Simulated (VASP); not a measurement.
Input of a VASP 6.6.1 run:

Contents of INCAR:

```
SYSTEM = TePb
ALGO = Normal
EDIFF = 1E-6
ENCUT = 520
GGA = PE
ISIF = 2
ISMEAR = 0
LASPH = .True.
LCHARG = .False.
LREAL = .False.
LWAVE = .False.
NBANDS = 17
NELM = 60
PREC = Accurate
SIGMA = 0.01
```

File KPOINTS:

```
k-points
0
Gamma
  4 4 4
  0 0 0
```

The input POSCAR:

```
TePb
1.0
    0.0000000000      3.3658719543      3.3658719543
    3.3658719543      0.0000000000      3.3658719543
    3.3658719543      3.3658719543      0.0000000000
Pb Te
1 1
Direct
    0.0000000000      0.0000000000      0.0000000000
    0.5000000000      0.5000000000      0.5000000000
```

Potentials or basis: VASP PAW PBE potentials, release 64 (Pb_d, Te).

The run is started by

```bash
$ cat potpaw_PBE.64/Pb_d/POTCAR potpaw_PBE.64/Te/POTCAR > POTCAR
$ mpirun -np 1 vasp_std > vasp.out
```

Problem. Estimate the band gap on the k mesh.

Solution. 0.94 eV, direct.

Problem. What does it give for the pressure?

Solution. -2.4 GPa.

Caveat: the cell differs from its parent crystal (strain +3.0%); spin-orbit coupling is left out, which moves the levels of the heavy elements. A k mesh can miss the band edges.
